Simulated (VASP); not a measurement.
# Ge (C2/c) in VASP: single point with LDA

Aim: the single point of Ge with LDA.

Program: VASP 6.6.1. These are calculated values, not measurements. Logs are shortened: lines on timing, memory, paths and dates and some standing lists are left out, and cuts for length are marked.

## (1) The cell of the first run

Symmetry: C2/c, No. 15, monoclinic system. Conventional cell: a = 5.556 Å, b = 5.556 Å, c = 3.999 Å, α = 90.00°, β = 134.00°, γ = 90.00°. Within 3.2 Å of Ge (site symmetry 2) lie 4 Ge at 2.42 to 2.45 Å.

## (2) Single point, LDA (mode 4 frozen in at -0.016 Å, strain +e along z and -e/2 along x and y +0.0233)

INCAR

```
ALGO     = Normal         # electronic algorithm
EDIFF    = 1E-6           # SCF threshold, eV
ENCUT    = 520            # plane-wave cutoff, eV
ISIF     = 2              # what is computed and relaxed
ISMEAR   = 0              # smearing method
LASPH    = True           # aspherical terms in the spheres
LCHARG   = False          # write CHGCAR
LREAL    = False          # projectors in reciprocal space
LWAVE    = False          # write WAVECAR
NBANDS   = 21             # bands
NELM     = 60             # most SCF steps
PREC     = Accurate       # precision mode
SIGMA    = 0.15           # smearing width, eV
```

KPOINTS

```
k-points
0
Gamma
  14 14 14
```

POSCAR

```
Ge
1.0
    0.0000000000      2.7779676512      2.8762020514
    2.7779676512      0.0000000000      2.8762020514
    2.7779676512      2.7779676512      0.0000000000
Ge
2
Direct
    0.5029174098      0.4970825902      0.4970825902
    0.7470825902      0.7529174098      0.7529174098
```

Potentials or basis: VASP PAW LDA potentials, release 64 (Ge_d).

Run with:

```sh
> cat potpaw_LDA.64/Ge_d/POTCAR > POTCAR
> mpirun -np 1 vasp_std > vasp.out
```

OUTCAR:

```text
EDIFF = 1E-6
   ENCUT = 520
   ISIF = 2
   ISMEAR = 0
   LASPH = True
   LREAL = False
   NELM = 60
   PREC = Accurate

 ion  position               nearest neighbor table
   1  0.503  0.497  0.497-   2 2.42   2 2.42   2 2.45   2 2.45
   2  0.747  0.753  0.753-   1 2.42   1 2.42   1 2.45   1 2.45

  LATTYP: Found a body centered tetragonal cell.
 ALAT       =     3.9286395282
 C/A-ratio  =     1.4642229356

  Lattice vectors:

 A1 = (  -2.7779676512,   0.0000000000,   2.8762020514)
 A2 = (   2.7779676512,   0.0000000000,   2.8762020514)
 A3 = (   0.0000000000,   2.7779676512,  -2.8762020514)

Analysis of symmetry for initial positions (statically):
=====================================================================
 Subroutine PRICEL returns:
 Original cell was already a primitive cell.

 Routine SETGRP: Setting up the symmetry group for a
 body centered tetragonal supercell.

 Subroutine GETGRP returns: Found  4 space group operations
 (whereof  2 operations were pure point group operations)
 out of a pool of 16 trial point group operations.

The static configuration has the point symmetry C_2 .
 The point group associated with its full space group is C_2h.

Analysis of symmetry for dynamics (positions and initial velocities):
=====================================================================
 Subroutine PRICEL returns:
 Original cell was already a primitive cell.

 Routine SETGRP: Setting up the symmetry group for a
 body centered tetragonal supercell.

 Subroutine GETGRP returns: Found  4 space group operations
 (whereof  2 operations were pure point group operations)
 out of a pool of 16 trial point group operations.

The dynamic configuration has the point symmetry C_2 .
 The point group associated with its full space group is C_2h.

 Subroutine INISYM returns: Found  4 space group operations
 (whereof  2 operations are pure point group operations),
 and found     1 'primitive' translations

----------------------------------------------------------------------------------------

                                     Primitive cell

  volume of cell :      44.3919

  direct lattice vectors                    reciprocal lattice vectors
     0.000000000  2.777967651  2.876202051    -0.179987697  0.179987697  0.173840360
     2.777967651  0.000000000  2.876202051     0.179987697 -0.179987697  0.173840360
     2.777967651  2.777967651  0.000000000     0.179987697  0.179987697 -0.173840360

  length of vectors
     3.998705104  3.998705104  3.928639528     0.308239538  0.308239538  0.308239538

  position of ions in fractional coordinates (direct lattice)
     0.502917410  0.497082590  0.497082590
     0.747082590  0.752917410  0.752917410

  ion indices of the primitive-cell ions
   primitive index   ion index
                 1           1
                 2           2

----------------------------------------------------------------------------------------

 KPOINTS: k-points

Automatic generation of k-mesh.
 Grid dimensions read from file:
 generate k-points for:   14   14   14

 Generating k-lattice:

  Cartesian coordinates                     Fractional coordinates (reciprocal lattice)
    -0.012856264  0.012856264  0.012417169     0.071428571 -0.000000000  0.000000000
     0.012856264 -0.012856264  0.012417169    -0.000000000  0.071428571  0.000000000
     0.012856264  0.012856264 -0.012417169     0.000000000  0.000000000  0.071428571

  Length of vectors
     0.022017110  0.022017110  0.022017110

  Shift w.r.t. Gamma in fractional coordinates (k-lattice)
     0.000000000  0.000000000  0.000000000

 Subroutine IBZKPT returns following result:
 ===========================================

 Found    744 irreducible k-points:

 Following reciprocal coordinates:
            Coordinates               Weight
  0.000000  0.000000  0.000000      1.000000
  0.071429 -0.000000  0.000000      4.000000
  0.000000  0.000000 -0.071429      4.000000
  0.142857  0.000000  0.000000      4.000000
  0.000000  0.000000 -0.142857      4.000000
  0.214286 -0.000000  0.000000      4.000000
[... 16 lines left out ...]
  0.357143  0.071429  0.000000      4.000000
  0.071429  0.071429 -0.285714      4.000000
 [... further k-points ...]
   k-points           NKPTS =    744   k-points in BZ     NKDIM =    744   number of bands    NBANDS=     21
   number of dos      NEDOS =    301   number of ions     NIONS =      2
   total plane-waves  NPLWV =  27000
   dimension x,y,z NGX =    30 NGY =   30 NGZ =   30
   dimension x,y,z NGXF=    60 NGYF=   60 NGZF=   60
   ions per type =               2
   NGX,Y,Z   is equivalent  to a cutoff of  12.47, 12.47, 12.69 a.u.
   NGXF,Y,Z  is equivalent  to a cutoff of  24.94, 24.94, 25.39 a.u.
 SYSTEM =  unknown system
   PREC   = accura    normal or accurate (medium, high low for compatibility)
   ISTART =      0    job   : 0-new  1-cont  2-samecut
   ICHARG =      2    charge: 1-file 2-atom 10-const
   ISPIN  =      1    spin polarized calculation?
   LNONCOLLINEAR =      F non collinear calculations
   LSORBIT =      F    spin-orbit coupling
   LASPH  =      T    aspherical Exc in radial PAW
   ENCUT  =  520.0 eV  38.22 Ry    6.18 a.u.   7.43  7.43  7.30*2*pi/ulx,y,z
   NELM   =     60;   NELMIN=  2; NELMDL= -5     # of ELM steps
   EDIFF  = 0.1E-05   stopping-criterion for ELM
   LREAL  =      F    real-space projection
   EDIFFG = 0.1E-04   stopping-criterion for IOM
   NSW    =      0    number of steps for IOM
   IBRION =     -1    ionic relax: 0-MD 1-quasi-New 2-CG
   NFREE  =      0    steps in history (QN), initial steepest desc. (CG)
   ISIF   =      2    stress and relaxation
   ISYM   =      2    0-nonsym 1-usesym 2-fastsym
   POTIM  = 0.5000    time-step for ionic-motion
   TEBEG  =    0.0;   TEEND  =   0.0 temperature during run
   PSTRESS=    0.0 pullay stress
   NELECT =      28.0000    total number of electrons
   NUPDOWN=      -1.0000    fix difference up-down
   EMIN   =  10.00;   EMAX   =-10.00  energy-range for DOS
   EFERMI =   0.00;   METHOD = LEGACY
   ISMEAR =     0;   SIGMA  =   0.15  broadening in eV -4-tet -1-fermi 0-gaus
   EFERMI_NEDOS =   21; number of points for ismear=-14 and -15
   IALGO  =     38    algorithm
   IMIX   =      4    mixing-type and parameters
     AMIX     =   0.40;   BMIX     =  1.00
     AMIX_MAG =   1.60;   BMIX_MAG =  1.00
  volume/ion in A,a.u.               =      22.20       149.79
  Fermi-wavevector in a.u.,A,eV,Ry     =   1.403976  2.653129 26.819093  1.971148
  Thomas-Fermi vector in A             =   2.526584
   LORBIT       =      0    0 simple, 1 ext, 2 COOP (PROOUT), +10 PAW based schemes
   GGA     = CA    functional components
   LHFCALC =     F    Hartree Fock is set to
   AEXX    =    0.0000 exact exchange contribution
   IVDW    =     0    specifies the selected vdW correction
   LEPSILON=     F    determine dielectric tensor
   LRPA    =     F    only Hartree local field effects (RPA)
 non-spin polarized calculation
 Gauss-broadening in eV      SIGMA  =   0.15
  energy-cutoff  :      520.00
  volume of cell :       44.39
 maximum number of plane-waves:      1223
 NGX is ok and might be reduce to    30
   NGX = 15   NGY = 15   NGZ = 15

 number of electron      28.0000008 magnetization

 Free energy of the ion-electron system (eV)
  ---------------------------------------------------
  ext. energy  EPLUGINS =         0.00000000
  ---------------------------------------------------
  free energy    TOTEN  =       -10.37746324 eV

  energy without entropy =      -10.37667434  energy(sigma->0) =      -10.37706879

 E-fermi :   4.9922     XC(G=0): -10.3833

 val. band max:        4.9718955865   @ k =   0.5000   0.0000   0.0000
 cond. band min:       5.0147212697   @ k =   0.0000   0.0000   0.0000
 fundamental gap:      0.0428256832
 Fermi energy:         4.9922312548

 k-point     1 :       0.0000    0.0000    0.0000
  band No.  band energies     occupation
      1     -20.0587      2.00000
      2     -20.0556      2.00000
      3     -20.0415      2.00000
      4     -20.0157      2.00000
      5     -20.0114      2.00000
      6     -19.8032      2.00000
[... 13 lines left out ...]
     20      14.1279      0.00000
     21      14.8851      0.00000

 k-point     2 :       0.0714   -0.0000    0.0000
  band No.  band energies     occupation
      1     -20.0614      2.00000
      2     -20.0572      2.00000
      3     -20.0422      2.00000
      4     -20.0112      2.00000
      5     -20.0075      2.00000
      6     -19.8053      2.00000
[... 13 lines left out ...]
     20      13.6703      0.00000
     21      14.3145      0.00000

 k-point     3 :       0.0000    0.0000   -0.0714
  band No.  band energies     occupation
      1     -20.0613      2.00000
      2     -20.0563      2.00000
      3     -20.0460      2.00000
      4     -20.0097      2.00000
      5     -20.0066      2.00000
      6     -19.8063      2.00000
[... 13 lines left out ...]
     20      13.6477      0.00000
     21      14.3021      0.00000

 k-point     4 :       0.1429    0.0000    0.0000
  band No.  band energies     occupation
      1     -20.0673      2.00000
      2     -20.0612      2.00000
      3     -20.0410      2.00000
      4     -20.0016      2.00000
      5     -19.9986      2.00000
      6     -19.8106      2.00000
[... 13 lines left out ...]
     20      13.2044      0.00000
     21      13.6798      0.00000

 k-point     5 :       0.0000    0.0000   -0.1429
  band No.  band energies     occupation
      1     -20.0687      2.00000
      2     -20.0560      2.00000
      3     -20.0529      2.00000
      4     -19.9980      2.00000
      5     -19.9963      2.00000
      6     -19.8132      2.00000
[... 13 lines left out ...]
     20      13.1572      0.00000
     21      13.6444      0.00000

 k-point     6 :       0.2143   -0.0000    0.0000
  band No.  band energies     occupation
      1     -20.0732      2.00000
      2     -20.0657      2.00000
      3     -20.0372      2.00000
      4     -19.9912      2.00000
      5     -19.9888      2.00000
      6     -19.8168      2.00000
[... 13 lines left out ...]
     20      13.2130      0.00000
     21      13.3978      0.00000

 k-point     7 :       0.0000    0.0000   -0.2143
  band No.  band energies     occupation
      1     -20.0762      2.00000
      2     -20.0606      2.00000
      3     -20.0527      2.00000
      4     -19.9862      2.00000
      5     -19.9854      2.00000
      6     -19.8205      2.00000
[... 13 lines left out ...]
     20      13.1432      0.00000
     21      13.3311      0.00000
[... 291 lines left out ...]
      1     -20.0731      2.00000
      2     -20.0651      2.00000
      3     -20.0558      2.00000
      4     -19.9911      2.00000
      5     -19.9776      2.00000
      6     -19.8384      2.00000
[... 13 lines left out ...]
     20      13.1887      0.00000
     21      14.1014      0.00000

 k-point    21 :       0.2857    0.0714    0.0000
  band No.  band energies     occupation
      1     -20.0796      2.00000
      2     -20.0706      2.00000
      3     -20.0355      2.00000
      4     -19.9857      2.00000
      5     -19.9719      2.00000
      6     -19.8441      2.00000
[... 13 lines left out ...]
     20      13.5277      0.00000
     21      14.2048      0.00000

 k-point    22 :       0.0714    0.0714   -0.2143
  band No.  band energies     occupation
      1     -20.0795      2.00000
      2     -20.0705      2.00000
      3     -20.0526      2.00000
      4     -19.9816      2.00000
      5     -19.9670      2.00000
      6     -19.8454      2.00000
[... 13 lines left out ...]
     20      13.4918      0.00000
     21      14.1039      0.00000

 k-point    23 :       0.3571    0.0714    0.0000
  band No.  band energies     occupation
      1     -20.0829      2.00000
      2     -20.0739      2.00000
      3     -20.0284      2.00000
      4     -19.9781      2.00000
      5     -19.9659      2.00000
      6     -19.8473      2.00000
[... 13 lines left out ...]
     20      13.8365      0.00000
     21      14.7312      0.00000

 k-point    24 :       0.0714    0.0714   -0.2857
  band No.  band energies     occupation
      1     -20.0844      2.00000
      2     -20.0740      2.00000
      3     -20.0481      2.00000
      4     -19.9740      2.00000
      5     -19.9607      2.00000
      6     -19.8479      2.00000
[... 13 lines left out ...]
     20      13.7635      0.00000
     21      14.6129      0.00000

 [... further k-points ...]
[... 5 lines left out ...]
  --------------------------------------------------------------------------------------
  -------------------------------------------------------------------------------------
  Total        0.3375467      0.3502543     -0.4065003      0.0000000     -0.2896884      0.0000000
  in kB       12.1826183     12.6412584    -14.6712696      0.0000000    -10.4553347      0.0000000
  external PRESSURE =       3.3842024 kB  Pullay stress =       0.0000000 kB

 VOLUME and BASIS-vectors are now :
 -----------------------------------------------------------------------------
  energy-cutoff  :      520.00
  volume of cell :       44.39
      direct lattice vectors                 reciprocal lattice vectors
     0.000000000  2.777967651  2.876202051    -0.179987697  0.179987697  0.173840360
     2.777967651  0.000000000  2.876202051     0.179987697 -0.179987697  0.173840360
     2.777967651  2.777967651  0.000000000     0.179987697  0.179987697 -0.173840360

 POSITION                                       TOTAL-FORCE (eV/Angst)
 -----------------------------------------------------------------------------------
      2.76176      2.77797      2.87620         0.366660      0.000000      0.000000
      4.18316      4.16695      4.31430        -0.366660     -0.000000      0.000000
 -----------------------------------------------------------------------------------
    total drift:                                0.000000      0.000000      0.000000

  FREE ENERGIE OF THE ION-ELECTRON SYSTEM (eV)
  ---------------------------------------------------
  free  energy   TOTEN  =       -10.3774632423 eV

  energy  without entropy=      -10.3766743400  energy(sigma->0) =      -10.37706879
```

Run time: 7 min. Hardware: 1 thread of Intel Xeon 6975P-C, shared host; peak memory 0.59 GiB.

What came out:

```yaml
Free_energy: -10.3775 eV
Pressure: 0.3 GPa
Largest_force: 0.367 eV/Å
Band_gap_on_the_k_mesh: zero (band 14 reaches 5.01 eV, above the bottom of band 15 at 4.97 eV)
```

Forces on the atoms (eV/Å):
```
Ge   0.367  0.000  0.000
Ge  -0.367  0.000  0.000
```

Levels at points of the mesh, in eV from the Fermi level:
```tsv
k point	band 10	band 11	band 12	band 13	band 14	band 15	band 16	band 17	band 18	band 19
(0.00, 0.00, 0.00)	-24.77	-13.03	-0.33	-0.05	0.02	0.09	2.35	2.41	2.64	6.19
(0.50, 0.00, 0.00)	-24.74	-10.93	-7.71	-1.73	-1.30	-0.02	3.54	3.75	6.89	10.46
(0.00, 0.00, 0.50)	-24.73	-10.85	-7.90	-1.64	-1.36	0.08	3.51	3.88	6.95	10.30
(0.50, 0.50, 0.00)	-24.72	-9.19	-9.19	-3.05	-3.05	0.76	0.76	9.47	9.47	11.44
(0.50, 0.00, 0.50)	-24.73	-9.02	-9.02	-3.29	-3.29	0.47	0.47	9.43	9.43	11.49
(0.00, 0.50, 0.50)	-24.73	-9.13	-8.90	-3.34	-3.25	0.38	0.57	9.36	9.51	11.37
```

Caveat: the cell differs from its parent crystal (mode 4 frozen in at -0.016 Å, strain +e along z and -e/2 along x and y +0.0233).
